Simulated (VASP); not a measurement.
# La2InNi2 (P4/mbm) in VASP: relaxation of cell and atoms with LDA

Aim: the relaxation of cell and atoms of La2InNi2 with LDA.

Program: VASP 6.6.1. These are calculated values, not measurements. Logs are shortened: lines on timing, memory, paths and dates and some standing lists are left out, and cuts for length are marked.

**1. The cell of the first run**

The structure is tetragonal, space group P4/mbm (No. 127). The conventional cell has a = 7.586 Å, b = 7.586 Å, c = 3.851 Å, α = 90.00°, β = 90.00°, γ = 90.00°. Within 4.0 Å of La (site symmetry m2m) lie 6 Ni at 2.92 to 2.98 Å and 4 In at 3.40 Å and 7 La at 3.76 to 3.96 Å. Within 4.0 Å of In (site symmetry 4/m) lie 4 Ni at 3.02 Å and 8 La at 3.40 Å and 2 In at 3.85 Å. Within 3.4 Å of Ni (site symmetry m2m) lie 1 Ni at 2.57 Å and 6 La at 2.92 to 2.98 Å and 2 In at 3.02 Å.

**2. Relaxation of cell and atoms, LDA**

Contents of INCAR:

```
PREC = Accurate
ENCUT = 600
EDIFF = 1E-7
ISMEAR = 0
SIGMA = 0.1
LREAL = F
LASPH = T
NELM = 200
ALGO = Normal
ISIF = 3
LWAVE = F
LCHARG = F
IBRION = 2
NSW = 100
EDIFFG = -0.005
GGA_COMPAT = F
NELMIN = 4
LMAXMIX = 6
KPAR = 4
```

Contents of KPOINTS:

```
Automatic mesh
0
Gamma
  6 6 10
```

Contents of POSCAR:

```
La2InNi2
1.0
    7.5861971600      0.0000000000      0.0000000000
    0.0000000000      7.5861971600      0.0000000000
    0.0000000000      0.0000000000      3.8511463700
La In Ni
4 2 4
Direct
    0.1754168200      0.6754168200      0.5000000000
    0.8245831800      0.3245831800      0.5000000000
    0.3245831800      0.1754168200      0.5000000000
    0.6754168200      0.8245831800      0.5000000000
    0.5000000000      0.5000000000      0.0000000000
    0.0000000000      0.0000000000      0.0000000000
    0.6199806900      0.1199806900      0.0000000000
    0.3800193100      0.8800193100      0.0000000000
    0.8800193100      0.6199806900      0.0000000000
    0.1199806900      0.3800193100      0.0000000000
```

Potentials or basis: VASP PAW LDA potentials, release 64 (La, In_d, Ni).

Run with:

```bash
> cat potpaw_LDA.64/La/POTCAR potpaw_LDA.64/In_d/POTCAR potpaw_LDA.64/Ni/POTCAR > POTCAR
> mpirun -np 4 vasp_std > vasp.out
```

OUTCAR:

```text
PREC = Accurate
   ENCUT = 600
   EDIFF = 1E-7
   ISMEAR = 0
   LREAL = F
   LASPH = T
   NELM = 200
   ISIF = 3
   IBRION = 2
   NSW = 100
   EDIFFG = -0.005
   NELMIN = 4

 ion  position               nearest neighbor table
   1  0.175  0.675  0.500-   8 2.92   8 2.92  10 2.98   9 2.98   9 2.98  10 2.98   6 3.40   6 3.40
                             5 3.40   5 3.40
   2  0.825  0.325  0.500-   7 2.92   7 2.92  10 2.98   9 2.98   9 2.98  10 2.98   6 3.40   6 3.40
                             5 3.40   5 3.40
   3  0.325  0.175  0.500-  10 2.92  10 2.92   7 2.98   7 2.98   8 2.98   8 2.98   6 3.40   6 3.40
                             5 3.40   5 3.40
   4  0.675  0.825  0.500-   9 2.92   9 2.92   7 2.98   7 2.98   8 2.98   8 2.98   6 3.40   6 3.40
                             5 3.40   5 3.40
   5  0.500  0.500  0.000-   7 3.02   8 3.02   9 3.02  10 3.02   1 3.40   2 3.40   3 3.40   4 3.40
                             1 3.40   2 3.40   3 3.40   4 3.40
   6  0.000  0.000  0.000-   7 3.02   8 3.02   9 3.02  10 3.02   1 3.40   2 3.40   3 3.40   4 3.40
                             1 3.40   2 3.40   3 3.40   4 3.40
   7  0.620  0.120  0.000-   8 2.57   2 2.92   2 2.92   3 2.98   4 2.98   3 2.98   4 2.98   5 3.02
                             6 3.02
   8  0.380  0.880  0.000-   7 2.57   1 2.92   1 2.92   3 2.98   4 2.98   3 2.98   4 2.98   5 3.02
                             6 3.02
   9  0.880  0.620  0.000-  10 2.57   4 2.92   4 2.92   2 2.98   1 2.98   2 2.98   1 2.98   5 3.02
                             6 3.02
  10  0.120  0.380  0.000-   9 2.57   3 2.92   3 2.92   2 2.98   1 2.98   2 2.98   1 2.98   5 3.02
                             6 3.02

  LATTYP: Found a simple tetragonal cell.
 ALAT       =     7.5861971600
 C/A-ratio  =     0.5076517640

  Lattice vectors:

 A1 = (   7.5861971600,   0.0000000000,   0.0000000000)
 A2 = (   0.0000000000,   7.5861971600,   0.0000000000)
 A3 = (   0.0000000000,   0.0000000000,   3.8511463700)

Analysis of symmetry for initial positions (statically):
=====================================================================
 Subroutine PRICEL returns:
 Original cell was already a primitive cell.

 Routine SETGRP: Setting up the symmetry group for a
 simple tetragonal supercell.

 Subroutine GETGRP returns: Found 16 space group operations
 (whereof  8 operations were pure point group operations)
 out of a pool of 16 trial point group operations.

The static configuration has the point symmetry C_4h.
 The point group associated with its full space group is D_4h.

Analysis of symmetry for dynamics (positions and initial velocities):
=====================================================================
 Subroutine PRICEL returns:
 Original cell was already a primitive cell.

 Routine SETGRP: Setting up the symmetry group for a
 simple tetragonal supercell.

 Subroutine GETGRP returns: Found 16 space group operations
 (whereof  8 operations were pure point group operations)
 out of a pool of 16 trial point group operations.

The dynamic configuration has the point symmetry C_4h.
 The point group associated with its full space group is D_4h.

 Subroutine INISYM returns: Found 16 space group operations
 (whereof  8 operations are pure point group operations),
 and found     1 'primitive' translations

----------------------------------------------------------------------------------------

                                     Primitive cell

  volume of cell :     221.6350

  direct lattice vectors                    reciprocal lattice vectors
     7.586197160  0.000000000  0.000000000     0.131818351  0.000000000  0.000000000
     0.000000000  7.586197160  0.000000000     0.000000000  0.131818351  0.000000000
     0.000000000  0.000000000  3.851146370     0.000000000  0.000000000  0.259662943

  length of vectors
     7.586197160  7.586197160  3.851146370     0.131818351  0.131818351  0.259662943

  position of ions in fractional coordinates (direct lattice)
     0.175416820  0.675416820  0.500000000
     0.824583180  0.324583180  0.500000000
     0.324583180  0.175416820  0.500000000
     0.675416820  0.824583180  0.500000000
     0.500000000  0.500000000  0.000000000
     0.000000000  0.000000000  0.000000000
[... 37 lines left out ...]
     0.000000000  0.000000000  0.000000000

 Subroutine IBZKPT returns following result:
 ===========================================

 Found     60 irreducible k-points:

 Following reciprocal coordinates:
            Coordinates               Weight
  0.000000  0.000000  0.000000      1.000000
  0.166667  0.000000  0.000000      4.000000
  0.333333  0.000000  0.000000      4.000000
  0.500000  0.000000  0.000000      2.000000
  0.166667  0.166667  0.000000      4.000000
  0.333333  0.166667  0.000000      8.000000
[... 16 lines left out ...]
  0.333333  0.000000  0.200000      8.000000
  0.500000  0.000000  0.200000      4.000000
 [... further k-points ...]
   k-points           NKPTS =     60   k-points in BZ     NKDIM =     60   number of bands    NBANDS=     66
   number of dos      NEDOS =    301   number of ions     NIONS =     10
   total plane-waves  NPLWV = 131072
   dimension x,y,z NGX =    64 NGY =   64 NGZ =   32
   dimension x,y,z NGXF=   128 NGYF=  128 NGZF=   64
   ions per type =               4   2   4
   NGX,Y,Z   is equivalent  to a cutoff of  14.03, 14.03, 13.81 a.u.
   NGXF,Y,Z  is equivalent  to a cutoff of  28.05, 28.05, 27.63 a.u.
 SYSTEM =  unknown system
   PREC   = accura    normal or accurate (medium, high low for compatibility)
   ISTART =      0    job   : 0-new  1-cont  2-samecut
   ICHARG =      2    charge: 1-file 2-atom 10-const
   ISPIN  =      1    spin polarized calculation?
   LNONCOLLINEAR =      F non collinear calculations
   LSORBIT =      F    spin-orbit coupling
   LASPH  =      T    aspherical Exc in radial PAW
   ENCUT  =  600.0 eV  44.10 Ry    6.64 a.u.  15.15 15.15  7.69*2*pi/ulx,y,z
   NELM   =    200;   NELMIN=  4; NELMDL= -5     # of ELM steps
   EDIFF  = 0.1E-06   stopping-criterion for ELM
   LREAL  =      F    real-space projection
   EDIFFG = -.5E-02   stopping-criterion for IOM
   NSW    =    100    number of steps for IOM
   IBRION =      2    ionic relax: 0-MD 1-quasi-New 2-CG
   NFREE  =      1    steps in history (QN), initial steepest desc. (CG)
   ISIF   =      3    stress and relaxation
   ISYM   =      2    0-nonsym 1-usesym 2-fastsym
   POTIM  = 0.5000    time-step for ionic-motion
   TEBEG  =    0.0;   TEEND  =   0.0 temperature during run
   PSTRESS=    0.0 pullay stress
   NELECT =     110.0000    total number of electrons
   NUPDOWN=      -1.0000    fix difference up-down
   EMIN   =  10.00;   EMAX   =-10.00  energy-range for DOS
   EFERMI =   0.00;   METHOD = LEGACY
   ISMEAR =     0;   SIGMA  =   0.10  broadening in eV -4-tet -1-fermi 0-gaus
   EFERMI_NEDOS =   21; number of points for ismear=-14 and -15
   IALGO  =     38    algorithm
   IMIX   =      4    mixing-type and parameters
     AMIX     =   0.40;   BMIX     =  1.00
     AMIX_MAG =   1.60;   BMIX_MAG =  1.00
  volume/ion in A,a.u.               =      22.16       149.57
  Fermi-wavevector in a.u.,A,eV,Ry     =   1.296163  2.449393 22.858313  1.680039
  Thomas-Fermi vector in A             =   2.427637
   LORBIT       =      0    0 simple, 1 ext, 2 COOP (PROOUT), +10 PAW based schemes
   GGA     = CA    functional components
   LHFCALC =     F    Hartree Fock is set to
   AEXX    =    0.0000 exact exchange contribution
   IVDW    =     0    specifies the selected vdW correction
   LEPSILON=     F    determine dielectric tensor
   LRPA    =     F    only Hartree local field effects (RPA)
 conjugate gradient relaxation of ions
 non-spin polarized calculation
 Gauss-broadening in eV      SIGMA  =   0.10
  energy-cutoff  :      600.00
  volume of cell :      221.63
 maximum number of plane-waves:      7452
 NGX is ok and might be reduce to    64
   NGX = 31   NGY = 31   NGZ = 15

--------------------------------------- Ionic step        1  -------------------------------------------

 number of electron     110.0000024 magnetization

 Free energy of the ion-electron system (eV)
  ---------------------------------------------------
  ext. energy  EPLUGINS =         0.00000000
  ---------------------------------------------------
  free energy    TOTEN  =       -59.47167684 eV

  energy without entropy =      -59.43690342  energy(sigma->0) =      -59.45429013

------------------------ aborting loop because EDIFF is reached ----------------------------------------

  FORCE on cell =-STRESS in cart. coord.  units (eV):
  Direction    XX          YY          ZZ          XY          YZ          ZX
  --------------------------------------------------------------------------------------
  -------------------------------------------------------------------------------------
  Total       -6.1934959     -6.1934959     -6.2243805      0.0000000      0.0000000      0.0000000
  in kB      -44.7721716    -44.7721716    -44.9954335      0.0000000      0.0000000      0.0000000
  external PRESSURE =     -44.8465922 kB  Pullay stress =       0.0000000 kB
[... 113 lines left out ...]
  FREE ENERGIE OF THE ION-ELECTRON SYSTEM (eV)
  ---------------------------------------------------
  free  energy   TOTEN  =       -59.6659299911 eV

  energy  without entropy=      -59.6322456613  energy(sigma->0) =      -59.64908783

[... ionic steps 4 to 13 ...]

--------------------------------------- Ionic step       14  -------------------------------------------

 number of electron     110.0000016 magnetization

------------------------ aborting loop because EDIFF is reached ----------------------------------------
[... 83 lines left out ...]
--------------------------------------- Ionic step       16  -------------------------------------------

 number of electron     110.0000016 magnetization

 Free energy of the ion-electron system (eV)
  ---------------------------------------------------
  ext. energy  EPLUGINS =         0.00000000
  ---------------------------------------------------
  free energy    TOTEN  =       -59.66830478 eV

  energy without entropy =      -59.63418190  energy(sigma->0) =      -59.65124334

 E-fermi :   9.3752     XC(G=0): -11.4159

 val. band max:        9.3651470611   @ k =   0.3333   0.0000   0.0000
 cond. band min:       9.3771516359   @ k =   0.3333   0.1667   0.3000
 fundamental gap:      0.0120045748
 Fermi energy:         9.3751810720

 k-point     1 :       0.0000    0.0000    0.0000
  band No.  band energies     occupation
      1     -22.6322      2.00000
      2     -22.5306      2.00000
      3     -22.5306      2.00000
      4     -22.5258      2.00000
      5      -7.1911      2.00000
      6      -6.9009      2.00000
[... 1645 lines left out ...]
     65      11.5102      0.00000
     66      11.5102      0.00000

 [... further k-points ...]

------------------------ aborting loop because EDIFF is reached ----------------------------------------

  FORCE on cell =-STRESS in cart. coord.  units (eV):
  Direction    XX          YY          ZZ          XY          YZ          ZX
  --------------------------------------------------------------------------------------
  -------------------------------------------------------------------------------------
  Total       -0.0075801     -0.0075801     -0.0444381      0.0000000      0.0000000      0.0000000
  in kB       -0.0582929     -0.0582929     -0.3417392      0.0000000      0.0000000      0.0000000
  external PRESSURE =      -0.1527750 kB  Pullay stress =       0.0000000 kB
[... 25 lines left out ...]
  FREE ENERGIE OF THE ION-ELECTRON SYSTEM (eV)
  ---------------------------------------------------
  free  energy   TOTEN  =       -59.6683047789 eV

  energy  without entropy=      -59.6341819027  energy(sigma->0) =      -59.65124334

 reached required accuracy - stopping structural energy minimisation
```

Run time: 82 min. Hardware: 4 MPI ranks of Intel Xeon Platinum 8259CL at 2.50GHz (Skylake/Cascade Lake), shared host; peak memory 1 GiB.

What came out:

| Item | Value |
| --- | --- |
| Free energy | -59.6683 eV |
| Relaxed volume | 20.83 Å³/atom |
| Relaxed cell | a = 7.423 Å, b = 7.423 Å, c = 3.781 Å, α = 90.00°, β = 90.00°, γ = 90.00° |
| Space group after relaxing (to 0.1 Å) | P4/mbm (No. 127) |
| Energy gained by relaxing | 19.7 meV/atom |
| Ionic steps | 16 |
| Pressure after relaxing | 0.0 GPa |
| Band gap on the k mesh | zero (bands 55 and 56 overlap by 1.08 eV) |

The path:
| step | energy change (eV) | largest force (eV/Å) | pressure (GPa) | volume (Å³) |
| --- | --- | --- | --- | --- |
| 1 | 0.0000 | 0.0683 | -4.48 | 221.63 |
| 2 | -0.1424 | 0.1452 | 2.71 | 202.32 |
| 3 | -0.1943 | 0.0658 | -0.02 | 208.55 |
| 4 | -0.1942 | 0.0686 | 0.09 | 208.29 |
| 5 | -0.1950 | 0.0495 | -0.06 | 208.64 |
| 6 | -0.1953 | 0.0381 | -0.17 | 208.85 |
| 7 | -0.1959 | 0.0276 | -0.10 | 208.58 |
| 8 | -0.1962 | 0.0200 | 0.10 | 208.07 |
| 9 | -0.1962 | 0.0182 | 0.07 | 208.15 |
| 10 | -0.1964 | 0.0187 | 0.02 | 208.25 |
| 11 | -0.1964 | 0.0196 | -0.02 | 208.33 |
| 12 | -0.1965 | 0.0156 | 0.00 | 208.29 |
| 13 | -0.1966 | 0.0094 | 0.02 | 208.22 |
| 14 | -0.1966 | 0.0026 | 0.06 | 208.10 |
| 15 | -0.1966 | 0.0038 | 0.03 | 208.16 |
| 16 | -0.1966 | 0.0003 | -0.02 | 208.34 |

Final structure:
```
CELL_PARAMETERS angstrom
7.42320 0.00000 0.00000
0.00000 7.42320 0.00000
0.00000 0.00000 3.78084
ATOMIC_POSITIONS crystal
La 0.17490 0.67490 0.50000
La 0.82510 0.32510 0.50000
La 0.32510 0.17490 0.50000
La 0.67490 0.82510 0.50000
In 0.50000 0.50000 0.00000
In 0.00000 0.00000 0.00000
Ni 0.62148 0.12148 0.00000
Ni 0.37852 0.87852 0.00000
Ni 0.87852 0.62148 0.00000
Ni 0.12148 0.37852 0.00000
```

Levels at points of the mesh, in eV from the Fermi level:
```
           k point  band 51  band 52  band 53  band 54  band 55  band 56  band 57  band 58  band 59  band 60
(0.00, 0.00, 0.00)    -1.11    -0.95    -0.20    -0.20    -0.03     0.65     0.86     1.12     1.42     1.42
(0.50, 0.00, 0.00)    -0.85    -0.85    -0.16    -0.16     0.53     0.53     0.82     0.82     1.50     1.50
(0.50, 0.50, 0.00)    -0.64    -0.64     0.27     0.27     0.39     0.39     1.13     1.13     1.26     1.26
(0.00, 0.00, 0.50)    -1.15    -1.15    -1.03    -0.76    -0.64     0.09     0.09     0.26     0.26     1.71
(0.50, 0.00, 0.50)    -1.19    -1.19    -1.19    -1.19    -0.55    -0.55     0.32     0.32     1.05     1.05
(0.50, 0.50, 0.50)    -1.06    -1.06    -0.64    -0.64    -0.32    -0.32    -0.01    -0.01     0.15     0.15
```

Caveat: spin-orbit coupling is left out, which moves the levels of the heavy elements.
